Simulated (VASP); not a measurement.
Fe:

```xyz
1
Lattice="-1.4455 1.4455 1.4455 1.4455 -1.4455 1.4455 1.4455 1.4455 -1.4455" Properties=species:S:1:pos:R:3 pbc="T T T"
Fe    0.0000    0.0000    0.0000
```

Base run:

* Program: VASP 6.6.1
* Functional: PBEsol
* Potentials or basis: VASP PAW PBE potentials, release 64 (Fe)
* Cutoff: 520 eV
* k mesh: 12 × 12 × 12
* Occupations: fermi-dirac, width 0.1 eV
* Spin: collinear spin, ferromagnetic start
* Starting moments: [3.69] μB
* Fixed moment: 3.69 μB
* Hubbard terms: Fe d U = 5.3 eV

Its results: pressure 26.4 GPa; site moments Fe +3.70 μB.

After a change of settings the same cell gave: pressure -6.3 GPa; site moments Fe +0.61 μB. Which change was it?
A. fixed moment from 3.69 μB to 1.23 μB; moments at the start from [3.69] to [1.23]
B. fixed moment from 3.69 μB to 0.62 μB; moments at the start from [3.69] to [0.62]
C. fixed moment from 3.69 μB to none; moments at the start from [3.69] to [0.4]
D. fixed moment from 3.69 μB to 2.46 μB; moments at the start from [3.69] to [2.46]

B.

Caveats: the PAW data sets were made with another functional, which shifts forces and pressure a little; the total moment is fixed, so each spin has its own Fermi level; the U is typed as a test and isn't derived for this compound.
